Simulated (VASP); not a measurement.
# TiO (P-62m) in VASP: further runs

Runs on TiO. Level: PBEsol. Tasks: relaxation of cell and atoms, single point.

All numbers are computed with VASP 6.6.1; they aren't measurements. Logs are shortened: lines on timing, memory, paths and dates and some standing lists are left out, and cuts for length are marked.

### 1 The cell of the first run

Symmetry: P-62m, No. 189, hexagonal system. Conventional cell: a = 4.989 Å, b = 4.989 Å, c = 2.873 Å, α = 90.00°, β = 90.00°, γ = 120.00°. Ti (site symmetry -6) has 6 O at 2.10 Å and 5 Ti at 2.87 to 2.88 Å within 2.9 Å. Within 2.6 Å of Ti (site symmetry -62m) lie 3 O at 1.97 Å. O (site symmetry m2m) has 5 Ti at 1.97 to 2.10 Å and 4 O at 2.66 Å within 2.7 Å.

### 2 Relaxation of cell and atoms, PBEsol

Contents of INCAR:

```
SYSTEM = TiO
  PREC = Accurate
  ENCUT = 600
  EDIFF = 1E-6
  ISMEAR = 0
  SIGMA = 0.1
  LREAL = .FALSE.
  LASPH = .TRUE.
  NELM = 100
  ALGO = Normal
  ISIF = 3
  LWAVE = .FALSE.
  LCHARG = .FALSE.
  GGA = PS
  IBRION = 2
  NSW = 80
  EDIFFG = -0.01
```

Contents of KPOINTS:

```
regular mesh
0
G
  6 6 8
  0 0 0
```

Contents of POSCAR:

```
TiO
1.0
    4.9890877720      0.0000000000      0.0000000000
   -2.4945438860      4.3206767523      0.0000000000
    0.0000000000      0.0000000000      2.8733134400
Ti O
3 3
Direct
    0.6666666667      0.3333333333      0.5000000000
    0.3333333333      0.6666666667      0.5000000000
    0.0000000000      0.0000000000      0.0000000000
    0.6055592400      0.6055592400      0.0000000000
    0.3944407600      0.0000000000      0.0000000000
    0.0000000000      0.3944407600      0.0000000000
```

Potentials or basis: VASP PAW PBE potentials, release 64 (Ti_sv, O).

Launch:

```
$ cat potpaw_PBE.64/Ti_sv/POTCAR potpaw_PBE.64/O/POTCAR > POTCAR
$ mpirun -np 1 vasp_std > vasp.out
```

OUTCAR:

```text
SYSTEM = TiO
   PREC = Accurate
   ENCUT = 600
   EDIFF = 1E-6
   ISMEAR = 0
   LREAL = .FALSE.
   LASPH = .TRUE.
   NELM = 100
   ISIF = 3
   GGA = PS
   IBRION = 2
   NSW = 80
   EDIFFG = -0.01

 ion  position               nearest neighbor table
   1  0.667  0.333  0.500-   6 2.10   6 2.10   5 2.10   5 2.10   4 2.10   4 2.10   2 2.88   2 2.88
                             2 2.88
   2  0.333  0.667  0.500-   5 2.10   5 2.10   6 2.10   6 2.10   4 2.10   4 2.10   1 2.88   1 2.88
                             1 2.88
   3  0.000  0.000  0.000-   5 1.97   4 1.97   6 1.97
   4  0.606  0.606  0.000-   3 1.97   2 2.10   2 2.10   1 2.10   1 2.10
   5  0.394  0.000  0.000-   3 1.97   2 2.10   2 2.10   1 2.10   1 2.10
   6  0.000  0.394  0.000-   3 1.97   1 2.10   1 2.10   2 2.10   2 2.10

  LATTYP: Found a hexagonal cell.
 ALAT       =     4.9890877720
 C/A-ratio  =     0.5759196012

  Lattice vectors:

 A1 = (   4.9890877720,   0.0000000000,   0.0000000000)
 A2 = (  -2.4945438860,   4.3206767523,   0.0000000000)
 A3 = (   0.0000000000,   0.0000000000,   2.8733134400)

Analysis of symmetry for initial positions (statically):
=====================================================================
 Subroutine PRICEL returns:
 Original cell was already a primitive cell.

 Routine SETGRP: Setting up the symmetry group for a
 hexagonal supercell.

 Subroutine GETGRP returns: Found 12 space group operations
 (whereof 12 operations were pure point group operations)
 out of a pool of 24 trial point group operations.

The static configuration has the point symmetry D_3h.

Analysis of symmetry for dynamics (positions and initial velocities):
=====================================================================
 Subroutine PRICEL returns:
 Original cell was already a primitive cell.

 Routine SETGRP: Setting up the symmetry group for a
 hexagonal supercell.

 Subroutine GETGRP returns: Found 12 space group operations
 (whereof 12 operations were pure point group operations)
 out of a pool of 24 trial point group operations.

The dynamic configuration has the point symmetry D_3h.

 Subroutine INISYM returns: Found 12 space group operations
 (whereof 12 operations are pure point group operations),
 and found     1 'primitive' translations

----------------------------------------------------------------------------------------

                                     Primitive cell

[... 107 lines left out ...]
   TEBEG  =    0.0;   TEEND  =   0.0 temperature during run
   PSTRESS=    0.0 pullay stress
   NELECT =      54.0000    total number of electrons
   NUPDOWN=      -1.0000    fix difference up-down
   EMIN   =  10.00;   EMAX   =-10.00  energy-range for DOS
   EFERMI =   0.00;   METHOD = LEGACY
   ISMEAR =     0;   SIGMA  =   0.10  broadening in eV -4-tet -1-fermi 0-gaus
   EFERMI_NEDOS =   21; number of points for ismear=-14 and -15
   IALGO  =     38    algorithm
   IMIX   =      4    mixing-type and parameters
     AMIX     =   0.40;   BMIX     =  1.00
     AMIX_MAG =   1.60;   BMIX_MAG =  1.00
  volume/ion in A,a.u.               =      10.32        69.66
  Fermi-wavevector in a.u.,A,eV,Ry     =   1.563942  2.955423 33.278709  2.445916
  Thomas-Fermi vector in A             =   2.666639
   LORBIT       =      0    0 simple, 1 ext, 2 COOP (PROOUT), +10 PAW based schemes
   GGA     = PS    functional components
   LHFCALC =     F    Hartree Fock is set to
   AEXX    =    0.0000 exact exchange contribution
   IVDW    =     0    specifies the selected vdW correction
   LEPSILON=     F    determine dielectric tensor
   LRPA    =     F    only Hartree local field effects (RPA)
 conjugate gradient relaxation of ions
 non-spin polarized calculation
 Gauss-broadening in eV      SIGMA  =   0.10
  energy-cutoff  :      600.00
  volume of cell :       61.94
 maximum number of plane-waves:      2088
 NGX is ok and might be reduce to    40
   NGX = 19   NGY = 19   NGZ = 11

--------------------------------------- Ionic step        1  -------------------------------------------

 number of electron      54.0000004 magnetization

 Free energy of the ion-electron system (eV)
  ---------------------------------------------------
  ext. energy  EPLUGINS =         0.00000000
  ---------------------------------------------------
  free energy    TOTEN  =       -56.85090701 eV

  energy without entropy =      -56.84581122  energy(sigma->0) =      -56.84835911

------------------------ aborting loop because EDIFF is reached ----------------------------------------

  FORCE on cell =-STRESS in cart. coord.  units (eV):
  Direction    XX          YY          ZZ          XY          YZ          ZX
  --------------------------------------------------------------------------------------
  -------------------------------------------------------------------------------------
  Total       -1.8252095     -1.8252095     -2.3842066      0.0000000      0.0000000      0.0000000
  in kB      -47.2136297    -47.2136297    -61.6734916      0.0000000      0.0000000      0.0000000
  external PRESSURE =     -52.0335837 kB  Pullay stress =       0.0000000 kB
[... 147 lines left out ...]
--------------------------------------- Ionic step        5  -------------------------------------------

 number of electron      54.0000000 magnetization

 Free energy of the ion-electron system (eV)
  ---------------------------------------------------
  ext. energy  EPLUGINS =         0.00000000
  ---------------------------------------------------
  free energy    TOTEN  =       -56.87538943 eV

  energy without entropy =      -56.87000973  energy(sigma->0) =      -56.87269958

 E-fermi :  10.8626     XC(G=0): -12.8222

 val. band max:       10.8406285420   @ k =   0.1667   0.0000   0.1250
 cond. band min:      10.9107666713   @ k =   0.1667   0.0000   0.0000
 fundamental gap:      0.0701381294
 Fermi energy:        10.8626202177

 k-point     1 :       0.0000    0.0000    0.0000
  band No.  band energies     occupation
      1     -47.1781      2.00000
      2     -47.0892      2.00000
      3     -46.6006      2.00000
      4     -23.7749      2.00000
      5     -23.7749      2.00000
      6     -23.4539      2.00000
[... 829 lines left out ...]
     31      12.2967      0.00000
     32      12.4686      0.00000

 [... further k-points ...]

------------------------ aborting loop because EDIFF is reached ----------------------------------------

  FORCE on cell =-STRESS in cart. coord.  units (eV):
  Direction    XX          YY          ZZ          XY          YZ          ZX
  --------------------------------------------------------------------------------------
  -------------------------------------------------------------------------------------
  Total        0.0533194      0.0533194     -0.0154660      0.0000000     -0.0000000      0.0000000
  in kB        1.4119379      1.4119379     -0.4095499      0.0000000     -0.0000000      0.0000000
  external PRESSURE =       0.8047753 kB  Pullay stress =       0.0000000 kB
[... 21 lines left out ...]
  FREE ENERGIE OF THE ION-ELECTRON SYSTEM (eV)
  ---------------------------------------------------
  free  energy   TOTEN  =       -56.8753894325 eV

  energy  without entropy=      -56.8700097332  energy(sigma->0) =      -56.87269958

 reached required accuracy - stopping structural energy minimisation
```

CONTCAR:

```text
TiO
   1.00000000000000
     4.9589248466780091    0.0000000000000000    0.0000000000000000
    -2.4794624233390046    4.2945548927180166   -0.0000000000000000
     0.0000000000000000   -0.0000000000000000    2.8410225764872852
  Ti              O
     3     3
Direct
     0.6666666667000030    0.3333333332999970    0.5000000000000000
     0.3333333332999970    0.6666666667000030    0.5000000000000000
     0.0000000000000000    0.0000000000000000    0.0000000000000000
     0.6051416835665038    0.6051416835665038    1.0000000000000000
     0.3948583164334963    0.0000000000000000    0.0000000000000000
     0.0000000000000000    0.3948583164334963    0.0000000000000000

  0.00000000E+00  0.00000000E+00  0.00000000E+00
  0.00000000E+00  0.00000000E+00  0.00000000E+00
  0.00000000E+00  0.00000000E+00  0.00000000E+00
  0.00000000E+00  0.00000000E+00  0.00000000E+00
  0.00000000E+00  0.00000000E+00  0.00000000E+00
  0.00000000E+00  0.00000000E+00  0.00000000E+00
```

It took 3.2 min on 1 thread of Intel Xeon Platinum 8488C (Sapphire Rapids), shared host; peak memory 0.23 GiB.

What came out:

```
Free energy                           : -56.8754 eV
Relaxed volume                        : 10.08 Å³/atom
Relaxed cell                          : a = 4.959 Å, b = 4.959 Å, c = 2.841 Å, α = 90.00°, β = 90.00°, γ = 120.00°
Space group after relaxing (to 0.1 Å) : P-62m (No. 189)
Energy gained by relaxing             : 4.1 meV/atom
Ionic steps                           : 5
Pressure after relaxing               : 0.1 GPa
Largest force after relaxing          : 0.003 eV/Å
Band gap on the k mesh                : zero (bands 27 and 28 overlap by 1.53 eV)
```

Forces in eV/Å, atoms in the order of the input:
```
Ti   0.000  0.000  0.000
Ti   0.000  0.000  0.000
Ti   0.000  0.000  0.000
O   -0.002 -0.003  0.000
O    0.003  0.000  0.000
O   -0.002  0.003  0.000
```

Stress tensor (GPa, compression positive):
```
 0.14  0.00  0.00
 0.00  0.14  0.00
 0.00  0.00 -0.04
```

The path:
| step | energy change (eV) | largest force (eV/Å) | pressure (GPa) | volume (Å³) |
| --- | --- | --- | --- | --- |
| 1 | 0.0000 | 0.0131 | -5.20 | 61.94 |
| 2 | 0.0075 | 0.1315 | 6.62 | 58.98 |
| 3 | -0.0238 | 0.0537 | 0.02 | 60.54 |
| 4 | -0.0238 | 0.0550 | 0.09 | 60.51 |
| 5 | -0.0245 | 0.0031 | 0.08 | 60.50 |

Final structure:
```
CELL_PARAMETERS angstrom
4.95892 0.00000 0.00000
-2.47946 4.29455 0.00000
0.00000 0.00000 2.84102
ATOMIC_POSITIONS crystal
Ti 0.66667 0.33333 0.50000
Ti 0.33333 0.66667 0.50000
Ti 0.00000 0.00000 0.00000
O 0.60514 0.60514 0.00000
O 0.39486 0.00000 0.00000
O 0.00000 0.39486 0.00000
```

Caveat: the PAW data sets were made with another functional, which shifts forces and pressure a little; semilocal functionals often make such compounds metallic where correlation or magnetic order opens a gap, which also shifts bond lengths.

### 3 Single point, PBEsol

Contents of INCAR:

```
  PREC = Accurate
  ENCUT = 520
  EDIFF = 1E-6
  ISMEAR = 0
  SIGMA = 0.1
  LREAL = F
  LASPH = T
  NELM = 80
  ALGO = Normal
  ISIF = 2
  LWAVE = F
  LCHARG = F
  GGA = PS
  NBANDS = 36
  ISYM = 0
```

Contents of KPOINTS:

```
Automatic mesh
0
Gamma
  6 6 10
  0.5 0.5 0.5
```

POSCAR is that of step 2.

Potentials or basis: VASP PAW PBE potentials, release 64 (Ti_sv, O).

Launch:

```
$ cat potpaw_PBE.64/Ti_sv/POTCAR potpaw_PBE.64/O/POTCAR > POTCAR
$ mpirun -np 1 vasp_std > vasp.out
```

Run time: 16 min. Hardware: 1 thread of Intel Xeon Platinum 8488C (Sapphire Rapids), shared host; peak memory 0.9 GiB.

The run converged. Its results:

```yaml
Free_energy: -56.8497 eV
Pressure: -5.1 GPa
Largest_force: 0.015 eV/Å
Band_gap_on_the_k_mesh: zero (bands 27 and 28 overlap by 0.81 eV)
```

Forces on the atoms (eV/Å):
```
Ti   0.000  0.000  0.000
Ti   0.000  0.000  0.000
Ti   0.000  0.000  0.000
O    0.008  0.013  0.000
O   -0.015  0.000  0.000
O    0.008 -0.013  0.000
```

Stress tensor (GPa, compression positive):
```
-4.47  0.00  0.00
 0.00 -4.47  0.00
 0.00  0.00 -6.26
```

Levels at points of the mesh, in eV from the Fermi level:
```tsv
k point	band 23	band 24	band 25	band 26	band 27	band 28	band 29	band 30	band 31	band 32
(0.08, 0.08, 0.05)	-5.83	-5.63	-3.21	-1.49	-0.95	-0.10	0.37	0.48	0.63	0.86
```

Caveat: the cell stands under tension; the PAW data sets were made with another functional, which shifts forces and pressure a little; semilocal functionals often make such compounds metallic where correlation or magnetic order opens a gap, which also shifts bond lengths.

### 4 Relaxation of cell and atoms, PBEsol

Contents of INCAR:

```
SYSTEM = TiO
ALGO = Normal
EDIFF = 1E-6
EDIFFG = -0.01
ENCUT = 600
GGA = PS
IBRION = 2
ISIF = 3
ISMEAR = 0
LASPH = .TRUE.
LCHARG = .FALSE.
LREAL = .FALSE.
LWAVE = .FALSE.
NELM = 60
NSW = 80
PREC = Accurate
SIGMA = 0.1
```

Contents of KPOINTS:

```
k-points
0
G
  12 12 12
  0 0 0
```

POSCAR is that of step 3.

Launch:

```
$ cat potpaw_PBE.64/Ti_sv/POTCAR potpaw_PBE.64/O/POTCAR > POTCAR
$ mpirun -np 1 vasp_std > vasp.out
```

Wall time 11 min (1 thread of AMD EPYC 9R45 (Zen 5), shared host); peak memory 0.35 GiB.

The run converged. Its results:

* Free energy: -56.8801 eV
* Relaxed volume: 10.08 Å³/atom
* Relaxed cell: a = 4.962 Å, b = 4.962 Å, c = 2.838 Å, α = 90.00°, β = 90.00°, γ = 120.00°
* Space group after relaxing (to 0.1 Å): P-62m (No. 189)
* Energy gained by relaxing: 4.2 meV/atom
* Ionic steps: 5
* Pressure after relaxing: 0.1 GPa
* Band gap on the k mesh: zero (bands 27 and 28 overlap by 1.54 eV)

Step by step:
| step | energy change (eV) | largest force (eV/Å) | pressure (GPa) | volume (Å³) |
| --- | --- | --- | --- | --- |
| 1 | 0.0000 | 0.0200 | -5.22 | 61.94 |
| 2 | 0.0068 | 0.1234 | 6.64 | 58.97 |
| 3 | -0.0245 | 0.0470 | 0.07 | 60.52 |
| 4 | -0.0245 | 0.0483 | 0.14 | 60.50 |
| 5 | -0.0253 | 0.0008 | 0.10 | 60.50 |

Final structure:
```
Ti O
1.0
     4.96168    0.00000    0.00000
    -2.48084    4.29694    0.00000
     0.00000    0.00000    2.83789
Ti O
3 3
Direct
  0.66667 0.33333 0.50000
  0.33333 0.66667 0.50000
  0.00000 0.00000 0.00000
  0.60523 0.60523 0.00000
  0.39477 0.00000 0.00000
  0.00000 0.39477 0.00000
```

Levels at points of the mesh, in eV from the Fermi level:
| k point | band 24 | band 25 | band 26 | band 27 | band 28 | band 29 | band 30 | band 31 |
| --- | --- | --- | --- | --- | --- | --- | --- | --- |
| (0.00, 0.00, 0.00) | -5.60 | -3.50 | -0.92 | -0.90 | -0.90 | 0.29 | 0.29 | 0.80 |
| (0.50, 0.00, 0.00) | -5.38 | -2.57 | -2.18 | -1.88 | 0.37 | 0.89 | 1.09 | 1.37 |
| (0.00, 0.00, 0.50) | -5.85 | -2.06 | -2.06 | 0.65 | 1.02 | 1.02 | 1.16 | 1.16 |
| (0.50, 0.00, 0.50) | -5.52 | -2.11 | -1.48 | -0.60 | 0.47 | 0.62 | 1.63 | 1.66 |

Caveat: the PAW data sets were made with another functional, which shifts forces and pressure a little; semilocal functionals often make such compounds metallic where correlation or magnetic order opens a gap, which also shifts bond lengths.

### 5 Summary

| task | cell | k mesh | cutoff (eV) | gap on the mesh (eV) | pressure (GPa) | relaxed volume (Å³/atom) |
| --- | --- | --- | --- | --- | --- | --- |
| relaxation of cell and atoms | relaxed | 6 × 6 × 8 | 600 | none | 0.1 | 10.08 |
| single point | as given | 6 × 6 × 10, shifted | 520 | none | -5.1 | - |
| relaxation of cell and atoms | relaxed | 12 × 12 × 12 | 600 | none | 0.1 | 10.08 |

Alike in all rows: level PBEsol; potentials or basis VASP PAW PBE potentials, release 64 (Ti_sv, O); no spin polarisation; smearing gaussian 0.1 eV.

Caveats: the PAW data sets were made with another functional, which shifts forces and pressure a little; semilocal functionals often make such compounds metallic where correlation or magnetic order opens a gap, which also shifts bond lengths; the cell stands under tension (at least some runs).

Total energies depend on the potentials used, so only differences within one code and one set of settings carry meaning.
